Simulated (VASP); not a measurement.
# Ta (P6_3/mmc) in VASP: notebook

Ta is run at these levels: PBEsol; tasks: single point.

Program: VASP 6.6.1. These are calculated values, not measurements. Logs are shortened: lines on timing, memory, paths and dates and some standing lists are left out, and cuts for length are marked.

## Step 1: The cell of the first run

Symmetry: P6_3/mmc, No. 194, hexagonal system. The conventional cell has a = 2.900 Å, b = 2.900 Å, c = 5.166 Å, α = 90.00°, β = 90.00°, γ = 120.00°. Ta (site symmetry -6m2) has 12 Ta at 2.90 to 3.08 Å within 3.8 Å.

## Step 2: Single point, PBEsol

Contents of INCAR:

```
  PREC = Accurate
  ENCUT = 520
  EDIFF = 1E-6
  ISMEAR = 0
  SIGMA = 0.1
  LREAL = False
  LASPH = True
  NELM = 60
  ALGO = Normal
  ISIF = 2
  LWAVE = False
  LCHARG = False
  GGA = PS
  NBANDS = 18
```

Contents of KPOINTS:

```
regular mesh
0
Gamma
  11 11 6
```

Contents of POSCAR:

```
Ta
1.0
    2.9003720700      0.0000000000      0.0000000000
   -1.4501860400      2.5117959000      0.0000000000
    0.0000000000      0.0000000000      5.1662740000
Ta
2
Direct
    0.6666666704      0.3333333294      0.7500000000
    0.3333333330      0.6666666706      0.2500000000
```

Potentials or basis: VASP PAW PBE potentials, release 64 (Ta_pv).

Run with:

```bash
> cat potpaw_PBE.64/Ta_pv/POTCAR > POTCAR
> mpirun -np 1 vasp_std > vasp.out
```

OUTCAR:

```text
PREC = Accurate
   ENCUT = 520
   EDIFF = 1E-6
   ISMEAR = 0
   LREAL = False
   LASPH = True
   NELM = 60
   ISIF = 2
   GGA = PS

 ion  position               nearest neighbor table
   1  0.667  0.333  0.750-   2 3.08   2 3.08   2 3.08   2 3.08   2 3.08   2 3.08
   2  0.333  0.667  0.250-   1 3.08   1 3.08   1 3.08   1 3.08   1 3.08   1 3.08

  LATTYP: Found a hexagonal cell.
 ALAT       =     2.9003720700
 C/A-ratio  =     1.7812452593

  Lattice vectors:

 A1 = (   2.9003720700,   0.0000000000,   0.0000000000)
 A2 = (  -1.4501860400,   2.5117959000,   0.0000000000)
 A3 = (   0.0000000000,   0.0000000000,   5.1662740000)

Analysis of symmetry for initial positions (statically):
=====================================================================
 Subroutine PRICEL returns:
 Original cell was already a primitive cell.

 Routine SETGRP: Setting up the symmetry group for a
 hexagonal supercell.

 Subroutine GETGRP returns: Found 24 space group operations
 (whereof 12 operations were pure point group operations)
 out of a pool of 24 trial point group operations.

The static configuration has the point symmetry D_3d.
 The point group associated with its full space group is D_6h.

Analysis of symmetry for dynamics (positions and initial velocities):
=====================================================================
 Subroutine PRICEL returns:
 Original cell was already a primitive cell.

 Routine SETGRP: Setting up the symmetry group for a
 hexagonal supercell.

 Subroutine GETGRP returns: Found 24 space group operations
 (whereof 12 operations were pure point group operations)
 out of a pool of 24 trial point group operations.

The dynamic configuration has the point symmetry D_3d.
 The point group associated with its full space group is D_6h.

 Subroutine INISYM returns: Found 24 space group operations
 (whereof 12 operations are pure point group operations),
 and found     1 'primitive' translations

----------------------------------------------------------------------------------------

                                     Primitive cell

  volume of cell :      37.6370

  direct lattice vectors                    reciprocal lattice vectors
     2.900372070  0.000000000  0.000000000     0.344783351  0.199060760  0.000000000
    -1.450186040  2.511795900  0.000000000     0.000000000  0.398121519  0.000000000
     0.000000000  0.000000000  5.166274000     0.000000000  0.000000000  0.193563098

  length of vectors
     2.900372070  2.900372079  5.166274000     0.398121521  0.398121519  0.193563098

  position of ions in fractional coordinates (direct lattice)
     0.666666670  0.333333329  0.750000000
     0.333333333  0.666666671  0.250000000

  ion indices of the primitive-cell ions
   primitive index   ion index
                 1           1
                 2           2

----------------------------------------------------------------------------------------

 KPOINTS: regular mesh

Automatic generation of k-mesh.
 Grid dimensions read from file:
 generate k-points for:   11   11    6

 Generating k-lattice:

  Cartesian coordinates                     Fractional coordinates (reciprocal lattice)
     0.031343941  0.018096433  0.000000000     0.090909091  0.000000000  0.000000000
     0.000000000  0.036192865  0.000000000     0.000000000  0.090909091  0.000000000
     0.000000000  0.000000000  0.032260516     0.000000000  0.000000000  0.166666667

  Length of vectors
     0.036192866  0.036192865  0.032260516

  Shift w.r.t. Gamma in fractional coordinates (k-lattice)
     0.000000000  0.000000000  0.000000000

 Subroutine IBZKPT returns following result:
 ===========================================

 Found     64 irreducible k-points:

 Following reciprocal coordinates:
            Coordinates               Weight
  0.000000  0.000000  0.000000      1.000000
  0.090909 -0.000000  0.000000      6.000000
  0.181818 -0.000000  0.000000      6.000000
  0.272727 -0.000000  0.000000      6.000000
  0.363636  0.000000  0.000000      6.000000
  0.454545 -0.000000  0.000000      6.000000
[... 16 lines left out ...]
  0.090909  0.090909  0.166667     12.000000
  0.181818  0.090909  0.166667     24.000000
 [... further k-points ...]
   k-points           NKPTS =     64   k-points in BZ     NKDIM =     64   number of bands    NBANDS=     18
   number of dos      NEDOS =    301   number of ions     NIONS =      2
   total plane-waves  NPLWV =  23040
   dimension x,y,z NGX =    24 NGY =   24 NGZ =   40
   dimension x,y,z NGXF=    48 NGYF=   48 NGZF=   80
   ions per type =               2
   NGX,Y,Z   is equivalent  to a cutoff of  13.76, 13.76, 12.87 a.u.
   NGXF,Y,Z  is equivalent  to a cutoff of  27.51, 27.51, 25.74 a.u.
 SYSTEM =  unknown system
   PREC   = accura    normal or accurate (medium, high low for compatibility)
   ISTART =      0    job   : 0-new  1-cont  2-samecut
   ICHARG =      2    charge: 1-file 2-atom 10-const
   ISPIN  =      1    spin polarized calculation?
   LNONCOLLINEAR =      F non collinear calculations
   LSORBIT =      F    spin-orbit coupling
   LASPH  =      T    aspherical Exc in radial PAW
   ENCUT  =  520.0 eV  38.22 Ry    6.18 a.u.   5.39  5.39  9.61*2*pi/ulx,y,z
   NELM   =     60;   NELMIN=  2; NELMDL= -5     # of ELM steps
   EDIFF  = 0.1E-05   stopping-criterion for ELM
   LREAL  =      F    real-space projection
   EDIFFG = 0.1E-04   stopping-criterion for IOM
   NSW    =      0    number of steps for IOM
   IBRION =     -1    ionic relax: 0-MD 1-quasi-New 2-CG
   NFREE  =      0    steps in history (QN), initial steepest desc. (CG)
   ISIF   =      2    stress and relaxation
   ISYM   =      2    0-nonsym 1-usesym 2-fastsym
   POTIM  = 0.5000    time-step for ionic-motion
   TEBEG  =    0.0;   TEEND  =   0.0 temperature during run
   PSTRESS=    0.0 pullay stress
   NELECT =      22.0000    total number of electrons
   NUPDOWN=      -1.0000    fix difference up-down
   EMIN   =  10.00;   EMAX   =-10.00  energy-range for DOS
   EFERMI =   0.00;   METHOD = LEGACY
   ISMEAR =     0;   SIGMA  =   0.10  broadening in eV -4-tet -1-fermi 0-gaus
   EFERMI_NEDOS =   21; number of points for ismear=-14 and -15
   IALGO  =     38    algorithm
   IMIX   =      4    mixing-type and parameters
     AMIX     =   0.40;   BMIX     =  1.00
     AMIX_MAG =   1.60;   BMIX_MAG =  1.00
  volume/ion in A,a.u.               =      18.82       126.99
  Fermi-wavevector in a.u.,A,eV,Ry     =   1.368812  2.586680 25.492516  1.873647
  Thomas-Fermi vector in A             =   2.494743
   LORBIT       =      0    0 simple, 1 ext, 2 COOP (PROOUT), +10 PAW based schemes
   GGA     = PS    functional components
   LHFCALC =     F    Hartree Fock is set to
   AEXX    =    0.0000 exact exchange contribution
   IVDW    =     0    specifies the selected vdW correction
   LEPSILON=     F    determine dielectric tensor
   LRPA    =     F    only Hartree local field effects (RPA)
 non-spin polarized calculation
 Gauss-broadening in eV      SIGMA  =   0.10
  energy-cutoff  :      520.00
  volume of cell :       37.64
 maximum number of plane-waves:      1045
 NGX is ok and might be reduce to    24
   NGX = 11   NGY = 11   NGZ = 19

 number of electron      22.0000003 magnetization

 Free energy of the ion-electron system (eV)
  ---------------------------------------------------
  ext. energy  EPLUGINS =         0.00000000
  ---------------------------------------------------
  free energy    TOTEN  =       -24.49876200 eV

  energy without entropy =      -24.48999430  energy(sigma->0) =      -24.49437815

 E-fermi :   5.3940     XC(G=0): -12.4929

 val. band max:        5.3895014308   @ k =   0.1818  -0.0000   0.0000
 cond. band min:       5.4076184045   @ k =   0.3636   0.0000   0.0000
 fundamental gap:      0.0181169737
 Fermi energy:         5.3939793468

 k-point     1 :       0.0000    0.0000    0.0000
  band No.  band energies     occupation
      1     -29.1278      2.00000
      2     -28.3142      2.00000
      3     -28.1890      2.00000
      4     -28.1890      2.00000
      5     -28.1068      2.00000
      6     -28.1068      2.00000
[... 10 lines left out ...]
     17      10.5037      0.00000
     18      10.5037      0.00000

 k-point     2 :       0.0909   -0.0000    0.0000
  band No.  band energies     occupation
      1     -29.1017      2.00000
      2     -28.3172      2.00000
      3     -28.2737      2.00000
      4     -28.2119      2.00000
      5     -28.1934      2.00000
      6     -28.1224      2.00000
[... 10 lines left out ...]
     17      10.6266      0.00000
     18      11.1455      0.00000

 k-point     3 :       0.1818   -0.0000    0.0000
  band No.  band energies     occupation
      1     -29.0282      2.00000
      2     -28.4983      2.00000
      3     -28.4179      2.00000
      4     -28.3283      2.00000
      5     -28.2718      2.00000
      6     -28.1654      2.00000
[... 10 lines left out ...]
     17      10.8164      0.00000
     18      12.4472      0.00000

 k-point     4 :       0.2727   -0.0000    0.0000
  band No.  band energies     occupation
      1     -28.9218      2.00000
      2     -28.7864      2.00000
      3     -28.6974      2.00000
      4     -28.3524      2.00000
      5     -28.3475      2.00000
      6     -28.2227      2.00000
[... 375 lines left out ...]
      4     -28.4448      2.00000
      5     -28.4384      2.00000
      6     -28.3176      2.00000
[... 10 lines left out ...]
     17      11.8969      0.00000
     18      12.4662      0.00000

 k-point    23 :       0.0909    0.0909    0.1667
  band No.  band energies     occupation
      1     -29.0095      2.00000
      2     -28.4211      2.00000
      3     -28.4053      2.00000
      4     -28.3216      2.00000
      5     -28.2361      2.00000
      6     -28.1692      2.00000
[... 10 lines left out ...]
     17      10.5343      0.00000
     18      11.5639      0.00000

 k-point    24 :       0.1818    0.0909    0.1667
  band No.  band energies     occupation
      1     -28.9383      2.00000
      2     -28.6441      2.00000
      3     -28.6123      2.00000
      4     -28.3719      2.00000
      5     -28.3124      2.00000
      6     -28.2351      2.00000
[... 10 lines left out ...]
     17      10.4861      0.00000
     18      12.3034      0.00000

 [... further k-points ...]

------------------------ aborting loop because EDIFF is reached ----------------------------------------

  FORCE on cell =-STRESS in cart. coord.  units (eV):
  Direction    XX          YY          ZZ          XY          YZ          ZX
  --------------------------------------------------------------------------------------
  -------------------------------------------------------------------------------------
  Total       -1.7211392     -1.7211392     -1.5739025      0.0000000      0.0000000     -0.0000000
  in kB      -73.2674499    -73.2674503    -66.9997065      0.0000001      0.0000000     -0.0000000
  external PRESSURE =     -71.1782022 kB  Pullay stress =       0.0000000 kB

 VOLUME and BASIS-vectors are now :
 -----------------------------------------------------------------------------
  energy-cutoff  :      520.00
  volume of cell :       37.64
      direct lattice vectors                 reciprocal lattice vectors
     2.900372070  0.000000000  0.000000000     0.344783351  0.199060760  0.000000000
    -1.450186040  2.511795900  0.000000000     0.000000000  0.398121519  0.000000000
     0.000000000  0.000000000  5.166274000     0.000000000  0.000000000  0.193563098

 POSITION                                       TOTAL-FORCE (eV/Angst)
 -----------------------------------------------------------------------------------
      1.45019      0.83727      3.87471        -0.000000     -0.000000      0.000000
     -0.00000      1.67453      1.29157         0.000000      0.000000      0.000000
 -----------------------------------------------------------------------------------
    total drift:                               -0.000002      0.000001     -0.000000

  FREE ENERGIE OF THE ION-ELECTRON SYSTEM (eV)
  ---------------------------------------------------
  free  energy   TOTEN  =       -24.4987619998 eV

  energy  without entropy=      -24.4899943035  energy(sigma->0) =      -24.49437815
```

Run time: 39 s. Hardware: 1 thread of Intel Xeon 8259CL, shared host; peak memory 0.18 GiB.

Results:

```
Free energy            : -24.4988 eV
Pressure               : -7.1 GPa
Band gap on the k mesh : zero (band 11 reaches 6.78 eV, above the bottom of band 12 at 4.65 eV)
```

Stress tensor (GPa, compression positive):
```
-7.33  0.00  0.00
 0.00 -7.33  0.00
 0.00  0.00 -6.70
```

Caveat: the PAW data sets were made with another functional, which shifts forces and pressure a little; spin-orbit coupling is left out, which moves the levels of the heavy elements.

## Step 3: Single point, PBEsol

Contents of INCAR:

```
SYSTEM = Ta
  PREC = Accurate
  ENCUT = 520
  EDIFF = 1E-6
  ISMEAR = 0
  SIGMA = 0.1
  LREAL = .False.
  LASPH = .True.
  NELM = 100
  ALGO = Normal
  ISIF = 2
  LWAVE = .False.
  LCHARG = .False.
  GGA = PS
  NBANDS = 18
```

Contents of KPOINTS:

```
Automatic mesh
0
Gamma
  11 11 6
  0 0 0
```

POSCAR is that of step 2.

Potentials or basis: VASP PAW PBE potentials, release 64 (Ta_pv).

Run with:

```bash
> cat potpaw_PBE.64/Ta_pv/POTCAR > POTCAR
> mpirun -np 1 vasp_std > vasp.out
```

It took 45 s on 1 thread of Intel Xeon 8259CL, shared host; peak memory 0.18 GiB.

The run converged. Its results:

- Free energy: -24.4988 eV
- Pressure: -7.1 GPa
- Band gap on the k mesh: zero (band 11 reaches 6.78 eV, above the bottom of band 12 at 4.65 eV)

Stress tensor (GPa, compression positive):
```
-7.33  0.00  0.00
 0.00 -7.33  0.00
 0.00  0.00 -6.70
```

Levels at points of the mesh, in eV from the Fermi level:
```csv
k point,band 8,band 9,band 10,band 11,band 12,band 13,band 14,band 15
"(0.00, 0.00, 0.00)",-4.90,-0.56,-0.10,0.60,0.60,1.16,1.16,2.95
"(0.00, 0.00, 0.50)",-6.35,-1.17,-1.17,0.65,0.65,0.65,0.65,4.39
```

Caveat: the PAW data sets were made with another functional, which shifts forces and pressure a little; spin-orbit coupling is left out, which moves the levels of the heavy elements.
